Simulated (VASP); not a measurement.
# Hg (P6_3/mmc) in VASP: notebook

The runs below take Hg through single point, with PBEsol.

Program: VASP 6.6.1. These are calculated values, not measurements. Logs are shortened: lines on timing, memory, paths and dates and some standing lists are left out, and cuts for length are marked.

## 1. The cell of the first run

The structure is hexagonal, space group P6_3/mmc (No. 194). Conventional cell: a = 3.273 Å, b = 3.273 Å, c = 10.935 Å, α = 90.00°, β = 90.00°, γ = 120.00°. Hg (site symmetry -3m) has 12 Hg at 3.27 to 3.32 Å within 4.3 Å. Within 4.3 Å of Hg (site symmetry -6m2) lie 12 Hg at 3.27 to 3.32 Å.

## 2. Single point, PBEsol (25.36 Å³/atom)

File INCAR:

```
ALGO = Normal
EDIFF = 1E-6
ENCUT = 520
GGA = PS
ISIF = 2
ISMEAR = -1
LASPH = T
LCHARG = T
LELF = T
LREAL = F
LVHAR = T
LWAVE = F
NBANDS = 32
NELM = 100
PREC = Accurate
SIGMA = 0.1
```

File KPOINTS:

```
k-points
0
Gamma
  13 13 4
```

File POSCAR:

```
Hg
1.0
    3.2725618567      0.0000000000      0.0000000000
   -1.6362809283      2.8341217034      0.0000000000
    0.0000000000      0.0000000000     10.9352147545
Hg
4
Direct
    0.0000000000      1.0000000000      1.0000000000
    0.0000000000      1.0000000000      0.5000000000
    0.3333333333      0.6666666667      0.2500000000
    0.6666666667      0.3333333333      0.7500000000
```

Potentials or basis: VASP PAW PBE potentials, release 64 (Hg).

Launch:

```bash
> cat potpaw_PBE.64/Hg/POTCAR > POTCAR
> mpirun -np 1 vasp_std > vasp.out
```

OUTCAR:

```text
EDIFF = 1E-6
   ENCUT = 520
   GGA = PS
   ISIF = 2
   ISMEAR = -1
   LASPH = T
   LREAL = F
   NELM = 100
   PREC = Accurate

 ion  position               nearest neighbor table
   1  0.000  0.000  0.000-   3 3.32   4 3.32   4 3.32   3 3.32   4 3.32   3 3.32
   2  0.000  0.000  0.500-   3 3.32   4 3.32   4 3.32   3 3.32   4 3.32   3 3.32
   3  0.333  0.667  0.250-   1 3.32   2 3.32   1 3.32   2 3.32   1 3.32   2 3.32
   4  0.667  0.333  0.750-   1 3.32   2 3.32   1 3.32   2 3.32   1 3.32   2 3.32

  LATTYP: Found a hexagonal cell.
 ALAT       =     3.2725618567
 C/A-ratio  =     3.3414845107

  Lattice vectors:

 A1 = (   3.2725618567,   0.0000000000,   0.0000000000)
 A2 = (  -1.6362809283,   2.8341217034,   0.0000000000)
 A3 = (   0.0000000000,   0.0000000000,  10.9352147545)

Analysis of symmetry for initial positions (statically):
=====================================================================
 Subroutine PRICEL returns:
 Original cell was already a primitive cell.

 Routine SETGRP: Setting up the symmetry group for a
 hexagonal supercell.

 Subroutine GETGRP returns: Found 24 space group operations
 (whereof 12 operations were pure point group operations)
 out of a pool of 24 trial point group operations.

The static configuration has the point symmetry D_3d.
 The point group associated with its full space group is D_6h.

Analysis of symmetry for dynamics (positions and initial velocities):
=====================================================================
 Subroutine PRICEL returns:
 Original cell was already a primitive cell.

 Routine SETGRP: Setting up the symmetry group for a
 hexagonal supercell.

 Subroutine GETGRP returns: Found 24 space group operations
 (whereof 12 operations were pure point group operations)
 out of a pool of 24 trial point group operations.

The dynamic configuration has the point symmetry D_3d.
 The point group associated with its full space group is D_6h.

 Subroutine INISYM returns: Found 24 space group operations
 (whereof 12 operations are pure point group operations),
 and found     1 'primitive' translations

----------------------------------------------------------------------------------------

                                     Primitive cell

  volume of cell :     101.4224

  direct lattice vectors                    reciprocal lattice vectors
     3.272561857  0.000000000  0.000000000     0.305571000  0.176421499  0.000000000
    -1.636280928  2.834121703  0.000000000     0.000000000  0.352842999  0.000000000
     0.000000000  0.000000000 10.935214755     0.000000000  0.000000000  0.091447678

  length of vectors
     3.272561857  3.272561857 10.935214755     0.352842999  0.352842999  0.091447678

  position of ions in fractional coordinates (direct lattice)
     0.000000000  0.000000000  0.000000000
     0.000000000  0.000000000  0.500000000
     0.333333333  0.666666667  0.250000000
     0.666666667  0.333333333  0.750000000

  ion indices of the primitive-cell ions
   primitive index   ion index
                 1           1
                 2           2
                 3           3
                 4           4

----------------------------------------------------------------------------------------

 KPOINTS: k-points

Automatic generation of k-mesh.
 Grid dimensions read from file:
 generate k-points for:   13   13    4

 Generating k-lattice:

  Cartesian coordinates                     Fractional coordinates (reciprocal lattice)
     0.023505462  0.013570885  0.000000000     0.076923077  0.000000000  0.000000000
     0.000000000  0.027141769  0.000000000     0.000000000  0.076923077  0.000000000
     0.000000000  0.000000000  0.022861920     0.000000000  0.000000000  0.250000000

  Length of vectors
     0.027141769  0.027141769  0.022861920

  Shift w.r.t. Gamma in fractional coordinates (k-lattice)
     0.000000000  0.000000000  0.000000000

 Subroutine IBZKPT returns following result:
 ===========================================

 Found     63 irreducible k-points:

 Following reciprocal coordinates:
            Coordinates               Weight
  0.000000  0.000000  0.000000      1.000000
  0.076923  0.000000  0.000000      6.000000
  0.153846 -0.000000  0.000000      6.000000
  0.230769  0.000000  0.000000      6.000000
  0.307692 -0.000000  0.000000      6.000000
  0.384615  0.000000  0.000000      6.000000
[... 16 lines left out ...]
  0.076923  0.000000  0.250000     12.000000
  0.153846 -0.000000  0.250000     12.000000
 [... further k-points ...]
   k-points           NKPTS =     63   k-points in BZ     NKDIM =     63   number of bands    NBANDS=     32
   number of dos      NEDOS =    301   number of ions     NIONS =      4
   total plane-waves  NPLWV =  48384
   dimension x,y,z NGX =    24 NGY =   24 NGZ =   84
   dimension x,y,z NGXF=    48 NGYF=   48 NGZF=  168
   ions per type =               4
   NGX,Y,Z   is equivalent  to a cutoff of  12.19, 12.19, 12.77 a.u.
   NGXF,Y,Z  is equivalent  to a cutoff of  24.38, 24.38, 25.54 a.u.
 SYSTEM =  unknown system
   PREC   = accura    normal or accurate (medium, high low for compatibility)
   ISTART =      0    job   : 0-new  1-cont  2-samecut
   ICHARG =      2    charge: 1-file 2-atom 10-const
   ISPIN  =      1    spin polarized calculation?
   LNONCOLLINEAR =      F non collinear calculations
   LSORBIT =      F    spin-orbit coupling
   LASPH  =      T    aspherical Exc in radial PAW
   ENCUT  =  520.0 eV  38.22 Ry    6.18 a.u.   6.08  6.08 20.33*2*pi/ulx,y,z
   NELM   =    100;   NELMIN=  2; NELMDL= -5     # of ELM steps
   EDIFF  = 0.1E-05   stopping-criterion for ELM
   LREAL  =      F    real-space projection
   EDIFFG = 0.1E-04   stopping-criterion for IOM
   NSW    =      0    number of steps for IOM
   IBRION =     -1    ionic relax: 0-MD 1-quasi-New 2-CG
   NFREE  =      0    steps in history (QN), initial steepest desc. (CG)
   ISIF   =      2    stress and relaxation
   ISYM   =      2    0-nonsym 1-usesym 2-fastsym
   POTIM  = 0.5000    time-step for ionic-motion
   TEBEG  =    0.0;   TEEND  =   0.0 temperature during run
   PSTRESS=    0.0 pullay stress
   NELECT =      48.0000    total number of electrons
   NUPDOWN=      -1.0000    fix difference up-down
   EMIN   =  10.00;   EMAX   =-10.00  energy-range for DOS
   EFERMI =   0.00;   METHOD = LEGACY
   ISMEAR =    -1;   SIGMA  =   0.10  broadening in eV -4-tet -1-fermi 0-gaus
   EFERMI_NEDOS =   21; number of points for ismear=-14 and -15
   IALGO  =     38    algorithm
   IMIX   =      4    mixing-type and parameters
     AMIX     =   0.40;   BMIX     =  1.00
     AMIX_MAG =   1.60;   BMIX_MAG =  1.00
  volume/ion in A,a.u.               =      25.36       171.11
  Fermi-wavevector in a.u.,A,eV,Ry     =   1.275785  2.410883 22.145200  1.627626
  Thomas-Fermi vector in A             =   2.408477
   LORBIT       =      0    0 simple, 1 ext, 2 COOP (PROOUT), +10 PAW based schemes
   GGA     = PS    functional components
   LHFCALC =     F    Hartree Fock is set to
   AEXX    =    0.0000 exact exchange contribution
   IVDW    =     0    specifies the selected vdW correction
   LEPSILON=     F    determine dielectric tensor
   LRPA    =     F    only Hartree local field effects (RPA)
 non-spin polarized calculation
  energy-cutoff  :      520.00
  volume of cell :      101.42
 maximum number of plane-waves:      2764
   NGX = 13   NGY = 13   NGZ = 41

 number of electron      47.9999982 magnetization

 Free energy of the ion-electron system (eV)
  ---------------------------------------------------
  ext. energy  EPLUGINS =         0.00000000
  ---------------------------------------------------
  free energy    TOTEN  =        -2.16959513 eV

  energy without entropy =       -2.13447902  energy(sigma->0) =       -2.15203708

 E-fermi :   1.7540     XC(G=0): -10.6594

 val. band max:        1.7487254983   @ k =   0.3077   0.2308   0.2500
 cond. band min:       1.7615714527   @ k =   0.3077   0.2308   0.0000
 fundamental gap:      0.0128459545
 Fermi energy:         1.7539900598

 k-point     1 :       0.0000    0.0000    0.0000
  band No.  band energies     occupation
      1      -6.5236      2.00000
      2      -5.6275      2.00000
      3      -5.6142      2.00000
      4      -5.6020      2.00000
      5      -4.7990      2.00000
      6      -4.7367      2.00000
[... 24 lines left out ...]
     31      15.0787      0.00000
     32      15.2330      0.00000

 k-point     2 :       0.0769    0.0000    0.0000
  band No.  band energies     occupation
      1      -6.3942      2.00000
      2      -5.5561      2.00000
      3      -5.5083      2.00000
      4      -5.4954      2.00000
      5      -4.7911      2.00000
      6      -4.7653      2.00000
[... 24 lines left out ...]
     31      13.8723      0.00000
     32      14.6706      0.00000

 k-point     3 :       0.1538   -0.0000    0.0000
  band No.  band energies     occupation
      1      -6.0309      2.00000
      2      -5.3885      2.00000
      3      -5.2518      2.00000
      4      -5.2418      2.00000
      5      -4.8668      2.00000
      6      -4.7994      2.00000
[... 24 lines left out ...]
     31      12.3159      0.00000
     32      13.9237      0.00000

 k-point     4 :       0.2308    0.0000    0.0000
  band No.  band energies     occupation
      1      -5.5828      2.00000
      2      -5.3043      2.00000
      3      -5.1528      2.00000
      4      -5.0980      2.00000
      5      -4.9767      2.00000
      6      -4.9680      2.00000
[... 654 lines left out ...]
     31      14.8696      0.00000
     32      14.8790      0.00000

 k-point    23 :       0.0769    0.0000    0.2500
  band No.  band energies     occupation
      1      -6.3060      2.00000
      2      -5.7223      2.00000
      3      -5.5421      2.00000
      4      -5.4709      2.00000
      5      -4.8107      2.00000
      6      -4.7847      2.00000
[... 24 lines left out ...]
     31      14.2922      0.00000
     32      14.3373      0.00000

 k-point    24 :       0.1538   -0.0000    0.2500
  band No.  band energies     occupation
      1      -5.9500      2.00000
      2      -5.4262      2.00000
      3      -5.3640      2.00000
      4      -5.2662      2.00000
      5      -4.8892      2.00000
      6      -4.8339      2.00000
[... 24 lines left out ...]
     31      12.4217      0.00000
     32      13.2419      0.00000

 [... further k-points ...]

------------------------ aborting loop because EDIFF is reached ----------------------------------------

  FORCE on cell =-STRESS in cart. coord.  units (eV):
  Direction    XX          YY          ZZ          XY          YZ          ZX
  --------------------------------------------------------------------------------------
  -------------------------------------------------------------------------------------
  Total       -0.8210584     -0.8210584     -1.2331305     -0.0000000     -0.0000000      0.0000000
  in kB      -12.9703272    -12.9703272    -19.4798649     -0.0000000     -0.0000000      0.0000000
  external PRESSURE =     -15.1401731 kB  Pullay stress =       0.0000000 kB

 VOLUME and BASIS-vectors are now :
 -----------------------------------------------------------------------------
  energy-cutoff  :      520.00
  volume of cell :      101.42
      direct lattice vectors                 reciprocal lattice vectors
     3.272561857  0.000000000  0.000000000     0.305571000  0.176421499  0.000000000
    -1.636280928  2.834121703  0.000000000     0.000000000  0.352842999  0.000000000
     0.000000000  0.000000000 10.935214755     0.000000000  0.000000000  0.091447678

 POSITION                                       TOTAL-FORCE (eV/Angst)
 -----------------------------------------------------------------------------------
      0.00000      0.00000      0.00000         0.000000      0.000000     -0.000000
      0.00000      0.00000      5.46761         0.000000      0.000000     -0.000000
     -0.00000      1.88941      2.73380        -0.000000      0.000000     -0.000000
      1.63628      0.94471      8.20141        -0.000000      0.000000      0.000000
 -----------------------------------------------------------------------------------
    total drift:                               -0.000000      0.000000      0.000000

  FREE ENERGIE OF THE ION-ELECTRON SYSTEM (eV)
  ---------------------------------------------------
  free  energy   TOTEN  =        -2.1695951346 eV

  energy  without entropy=       -2.1344790165  energy(sigma->0) =       -2.15203708
```

It took 55 s on 1 thread of Intel Xeon Platinum 8559C (Emerald Rapids), shared host; peak memory 0.29 GiB.

Results:

```yaml
Free_energy: -2.1696 eV
Pressure: -1.5 GPa
Band_gap_on_the_k_mesh: zero (bands 24 and 25 overlap by 1.30 eV)
```

Caveat: the PAW data sets were made with another functional, which shifts forces and pressure a little; spin-orbit coupling is left out, which moves the levels of the heavy elements.

## 3. Single point, PBEsol (26.29 Å³/atom)

This run uses another cell than the first one, of 26.29 Å³/atom.

File INCAR:

```
SYSTEM = Hg
PREC     = Accurate       ! precision mode
ENCUT    = 520            ! plane-wave cutoff, eV
EDIFF    = 1E-6           ! SCF threshold, eV
ISMEAR   = -1             ! smearing method
SIGMA    = 0.1            ! smearing width, eV
LREAL    = .False.        ! projectors in reciprocal space
LASPH    = .True.         ! aspherical terms in the spheres
NELM     = 60             ! most SCF steps
ALGO     = Normal         ! electronic algorithm
ISIF     = 2              ! what is computed and relaxed
LWAVE    = .False.        ! write WAVECAR
LCHARG   = .False.        ! write CHGCAR
GGA      = PS             ! functional
NBANDS   = 32             ! bands
```

File KPOINTS:

```
Automatic mesh
0
Gamma
  13 13 4
  0 0 0
```

File POSCAR:

```
Hg
1.0
    3.3124750813      0.0000000000      0.0000000000
   -1.6562375406      2.8686875698      0.0000000000
    0.0000000000      0.0000000000     11.0685841762
Hg
4
Direct
    0.0000000000      1.0000000000      1.0000000000
    0.0000000000      1.0000000000      0.5000000000
    0.3333333333      0.6666666667      0.2500000000
    0.6666666667      0.3333333333      0.7500000000
```

Potentials or basis: VASP PAW PBE potentials, release 64 (Hg).

Launch:

```bash
> cat potpaw_PBE.64/Hg/POTCAR > POTCAR
> mpirun -np 1 vasp_std > vasp.out
```

Wall time 88 s (1 thread of Intel Xeon Platinum 8559C (Emerald Rapids), shared host); peak memory 0.32 GiB.

Results (log left out):

- Free energy: -2.1289 eV
- Pressure: -2.1 GPa
- Band gap on the k mesh: zero (bands 24 and 25 overlap by 1.05 eV)

Stress tensor (GPa, compression positive):
```
-1.89  0.00  0.00
 0.00 -1.89  0.00
 0.00  0.00 -2.49
```

Levels at points of the mesh, in eV from the Fermi level:
```csv
k point,band 22,band 23,band 24,band 25,band 26,band 27
"(0.00, 0.00, 0.00)",-5.43,-5.43,-1.74,-1.00,5.98,5.98
"(0.00, 0.00, 0.50)",-5.51,-4.08,-4.08,2.03,2.03,10.29
```

Caveat: the PAW data sets were made with another functional, which shifts forces and pressure a little; spin-orbit coupling is left out, which moves the levels of the heavy elements.
